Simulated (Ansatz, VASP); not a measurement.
C: VASP beside Ansatz

INCAR

```
PREC     = Accurate       # precision mode
ENCUT    = 520            # plane-wave cutoff, eV
EDIFF    = 1E-6           # SCF threshold, eV
ISMEAR   = -1             # smearing method
SIGMA    = 0.1            # smearing width, eV
LREAL    = False          # projectors in reciprocal space
LASPH    = True           # aspherical terms in the spheres
NELM     = 60             # most SCF steps
ALGO     = Normal         # electronic algorithm
ISIF     = 2              # what is computed and relaxed
LWAVE    = False          # write WAVECAR
LCHARG   = False          # write CHGCAR
NBANDS   = 8              # bands
```

KPOINTS

```
Automatic mesh
0
Gamma
  22 22 22
```

Contents of POSCAR:

```
C
1.0
   -1.0618864174      1.0618864174      1.0618864174
    1.0618864174     -1.0618864174      1.0618864174
    1.0618864174      1.0618864174     -1.0618864174
C
1
Direct
    0.0000000000      0.0000000000      0.0000000000
```

Input for Ansatz:

```yaml
crystal:
  lattice:
    - [-1.0618864174, 1.0618864174, 1.0618864174]
    - [1.0618864174, -1.0618864174, 1.0618864174]
    - [1.0618864174, 1.0618864174, -1.0618864174]
  atoms:
    - { symbol: C, position: [0.0, 0.0, 0.0] }
kpoints:
  mp_grid: { grid: [22, 22, 22] }
scf:
  occupations: { method: fermi_dirac, width: 0.1 }
hamiltonian:
  xc: lda
  pseudopotentials: { kind: paw }
output:
  forces: true
  stress: true
  eigenvalues: true
  populations: true
```

Change from the starting cell: volume scaled by 0.76, PAW files.

Alike in both runs: task single point; functional LDA; k mesh 22 × 22 × 22; occupations fermi-dirac, width 0.1 eV; no spin polarisation.

```csv
,VASP,Ansatz
version,VASP 6.6.1,Ansatz 0.2.0
potentials or method,"VASP PAW LDA potentials, release 64 (C)","PAW with Ansatz's default frozen-core files, scalar-relativistic"
plane-wave cutoff (eV),520,420
valence electrons in the cell,4,4
```

|  | VASP | Ansatz | Ansatz less VASP |
| --- | --- | --- | --- |
| pressure (GPa) | 107.4 | 105.9 | -1.42 |

LDA's correlation is that of Perdew and Zunger in VASP and of Perdew and Wang (1992) in Ansatz. Both programs put the cell under a high pressure, so it lies far from rest at this level.

Noted on VASP's run: the cell as given lies far from equilibrium.
